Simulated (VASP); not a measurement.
# CuO (Cc) in VASP: a series of runs, part 2 of 2

VASP 6.6.1.

## 4. Single point, revPBE

The input, INCAR:

```
  PREC = Accurate
  ENCUT = 520
  EDIFF = 1E-7
  ISMEAR = -1
  SIGMA = 0.05
  LREAL = False
  LASPH = True
  NELM = 80
  ALGO = Normal
  ISIF = 2
  LWAVE = False
  LCHARG = False
  GGA = RE
  NBANDS = 25
```

The input, KPOINTS:

```
regular mesh
0
Gamma
  6 6 3
```

The input, POSCAR:

```
CuO
1.0
    2.3446497600     -1.7133998200      0.0000000000
    2.3446497600      1.7133998200      0.0000000000
   -0.8605499100      0.0000000000      5.0594394800
Cu O
2 2
Direct
    0.0032000000      0.4968000000      0.0000000000
    0.4968000000      0.0032000000      0.5000000000
    0.5714000000      0.4056000000      0.2537000000
    0.4056000000      0.5714000000      0.7537000000
```

Potentials or basis: VASP PAW PBE potentials, release 64 (Cu, O).

Command:

```
> cat potpaw_PBE.64/Cu/POTCAR potpaw_PBE.64/O/POTCAR > POTCAR
> mpirun -np 1 vasp_std > vasp.out
```

OUTCAR:

```text
PREC = Accurate
   ENCUT = 520
   EDIFF = 1E-7
   ISMEAR = -1
   LREAL = False
   LASPH = True
   NELM = 80
   ISIF = 2
   GGA = RE

 ion  position               nearest neighbor table
   1  0.003  0.497  0.000-   4 1.91   3 1.93   4 1.98   3 2.02
   2  0.497  0.003  0.500-   3 1.91   4 1.93   3 1.98   4 2.02
   3  0.571  0.406  0.254-   2 1.91   1 1.93   2 1.98   1 2.02
   4  0.406  0.571  0.754-   1 1.91   2 1.93   1 1.98   2 2.02

  LATTYP: Found a base centered monoclinic cell.
 ALAT       =     4.6892995200
 B/A-ratio  =     0.7307700490
 C/A-ratio  =     1.0944283419
 COS(beta)  =    -0.1676798045

  Lattice vectors:

 A1 = (   2.3446497600,  -1.7133998200,   0.0000000000)
 A2 = (   2.3446497600,   1.7133998200,   0.0000000000)
 A3 = (  -0.8605499100,   0.0000000000,   5.0594394800)

Analysis of symmetry for initial positions (statically):
=====================================================================
 Subroutine PRICEL returns:
 Original cell was already a primitive cell.

 Routine SETGRP: Setting up the symmetry group for a
[... 167 lines left out ...]
  ---------------------------------------------------
  ext. energy  EPLUGINS =         0.00000000
  ---------------------------------------------------
  free energy    TOTEN  =       -17.96750391 eV

  energy without entropy =      -17.94504727  energy(sigma->0) =      -17.95627559

 E-fermi :   5.8329     XC(G=0): -11.7450

 val. band max:        5.7962526465   @ k =   0.1667  -0.0000   0.0000
 cond. band min:       5.8444317653   @ k =   0.5000   0.3333   0.3333
 fundamental gap:      0.0481791188
 Fermi energy:         5.8328906255

 k-point     1 :       0.0000    0.0000    0.0000
  band No.  band energies     occupation
      1     -14.1619      2.00000
      2     -12.8627      2.00000
      3      -2.2910      2.00000
      4       0.2818      2.00000
      5       0.6396      2.00000
      6       2.4326      2.00000
[... 661 lines left out ...]
     24      19.7963      0.00000
     25      20.7795      0.00000

 [... further k-points ...]
[... 5 lines left out ...]
  --------------------------------------------------------------------------------------
  -------------------------------------------------------------------------------------
  Total        2.6367334      2.6377632      2.7065856      0.0000000      0.0000000     -0.5460068
  in kB      103.9220488    103.9626380    106.6751498      0.0000000      0.0000000    -21.5198666
  external PRESSURE =     104.8532789 kB  Pullay stress =       0.0000000 kB

 VOLUME and BASIS-vectors are now :
 -----------------------------------------------------------------------------
  energy-cutoff  :      520.00
  volume of cell :       40.65
      direct lattice vectors                 reciprocal lattice vectors
     2.344649760 -1.713399820  0.000000000     0.213251467 -0.291817470  0.036271514
     2.344649760  1.713399820  0.000000000     0.213251467  0.291817470  0.036271514
    -0.860549910  0.000000000  5.059439480     0.000000000  0.000000000  0.197650353

 POSITION                                       TOTAL-FORCE (eV/Angst)
 -----------------------------------------------------------------------------------
      1.17232      0.84573      0.00000        -0.637725      0.378153      0.260373
      0.74205     -0.84573      2.52972        -0.637725     -0.378153      0.260373
      2.07240     -0.28408      1.28358         0.637725      0.211889     -0.260373
      1.64213      0.28408      3.81330         0.637725     -0.211889     -0.260373
 -----------------------------------------------------------------------------------
    total drift:                                0.000028      0.000000     -0.000451

  FREE ENERGIE OF THE ION-ELECTRON SYSTEM (eV)
  ---------------------------------------------------
  free  energy   TOTEN  =       -17.9675039141 eV

  energy  without entropy=      -17.9450472697  energy(sigma->0) =      -17.95627559
```

OSZICAR:

```text
N       E                     dE             d eps       ncg     rms          rms(c)
DAV:   1     0.290278256361E+03    0.29028E+03   -0.16757E+04  1884   0.220E+03
DAV:   2     0.118616328932E+02   -0.27842E+03   -0.25738E+03  1720   0.394E+02
DAV:   3    -0.228353210820E+02   -0.34697E+02   -0.32725E+02  2102   0.153E+02
DAV:   4    -0.239946375145E+02   -0.11593E+01   -0.11545E+01  2022   0.302E+01
DAV:   5    -0.240182048725E+02   -0.23567E-01   -0.23558E-01  2270   0.383E+00    0.172E+01
DAV:   6    -0.211809039075E+02    0.28373E+01   -0.33458E+01  2442   0.147E+02    0.129E+01
DAV:   7    -0.179014041132E+02    0.32795E+01   -0.93950E+00  2060   0.113E+02    0.265E+00
DAV:   8    -0.179973060236E+02   -0.95902E-01   -0.14597E+00  1894   0.842E+00    0.163E+00
DAV:   9    -0.179712933999E+02    0.26013E-01   -0.62081E-02  2996   0.658E+00    0.500E-01
DAV:  10    -0.179676062949E+02    0.36871E-02   -0.13612E-02  2559   0.203E+00    0.304E-01
DAV:  11    -0.179674247442E+02    0.18155E-03   -0.54638E-03  2537   0.656E-01    0.505E-02
DAV:  12    -0.179674579054E+02   -0.33161E-04   -0.22301E-04  2255   0.168E-01    0.271E-02
DAV:  13    -0.179675052978E+02   -0.47392E-04   -0.69098E-05  2560   0.874E-02    0.988E-03
DAV:  14    -0.179675039615E+02    0.13363E-05   -0.19312E-06  2767   0.391E-02    0.444E-03
DAV:  15    -0.179675039677E+02   -0.61427E-08   -0.13759E-06  2481   0.134E-02    0.501E-04
DAV:  16    -0.179675039141E+02    0.53600E-07   -0.27564E-08  1300   0.423E-03
   1 F= -.17967504E+02 E0= -.17956276E+02  d E =-.224566E-01
```

Wall time 27 s (1 thread of Intel Xeon Platinum 8488C (Sapphire Rapids), shared host); peak memory 0.17 GiB.

What came out:

```
Free energy            : -17.9675 eV
Pressure               : 10.5 GPa
Largest force          : 0.786 eV/Å
Band gap on the k mesh : zero (band 17 reaches 6.03 eV, above the bottom of band 18 at 5.55 eV)
```

Forces on the atoms (eV/Å):
```
Cu  -0.638  0.378  0.260
Cu  -0.638 -0.378  0.260
O    0.638  0.212 -0.260
O    0.638 -0.212 -0.260
```

Levels at points of the mesh, in eV from the Fermi level:
| k point | band 15 | band 16 | band 17 | band 18 | band 19 | band 20 |
| --- | --- | --- | --- | --- | --- | --- |
| (0.00, 0.00, 0.00) | -2.16 | -1.68 | 0.19 | 0.89 | 1.71 | 6.08 |
| (0.50, 0.00, 0.00) | -1.52 | -1.43 | -0.05 | 0.27 | 4.95 | 6.35 |
| (0.50, 0.50, 0.00) | -1.70 | -1.25 | -0.68 | 1.04 | 3.42 | 7.10 |

Caveat: the k points lie up to 0.41 Å⁻¹ apart; the PAW data sets were made with another functional, which shifts forces and pressure a little; semilocal functionals often make such compounds metallic where correlation or magnetic order opens a gap, which also shifts bond lengths. With open d or f shells a metallic result of revPBE can be an artefact of self-interaction; +U or a hybrid may open a gap.

## 5. Summary

| level | gap on the mesh (eV) | pressure (GPa) | largest force (eV/Å) |
| --- | --- | --- | --- |
| PBEsol | none | -2.0 | 0.73 |
| RPBE | none | 12.0 | 0.79 |
| revPBE | none | 10.5 | 0.79 |

Alike in all rows: task single point; potentials or basis VASP PAW PBE potentials, release 64 (Cu, O); no spin polarisation; cell as given; k mesh 6 × 6 × 3; cutoff (eV) 520; smearing fermi-dirac 0.05 eV.

Caveats: all runs use coarse meshes; the PAW data sets were made with another functional, which shifts forces and pressure a little; semilocal functionals often make such compounds metallic where correlation or magnetic order opens a gap, which also shifts bond lengths.

Total energies depend on the potentials used, so only differences within one code and one set of settings carry meaning.
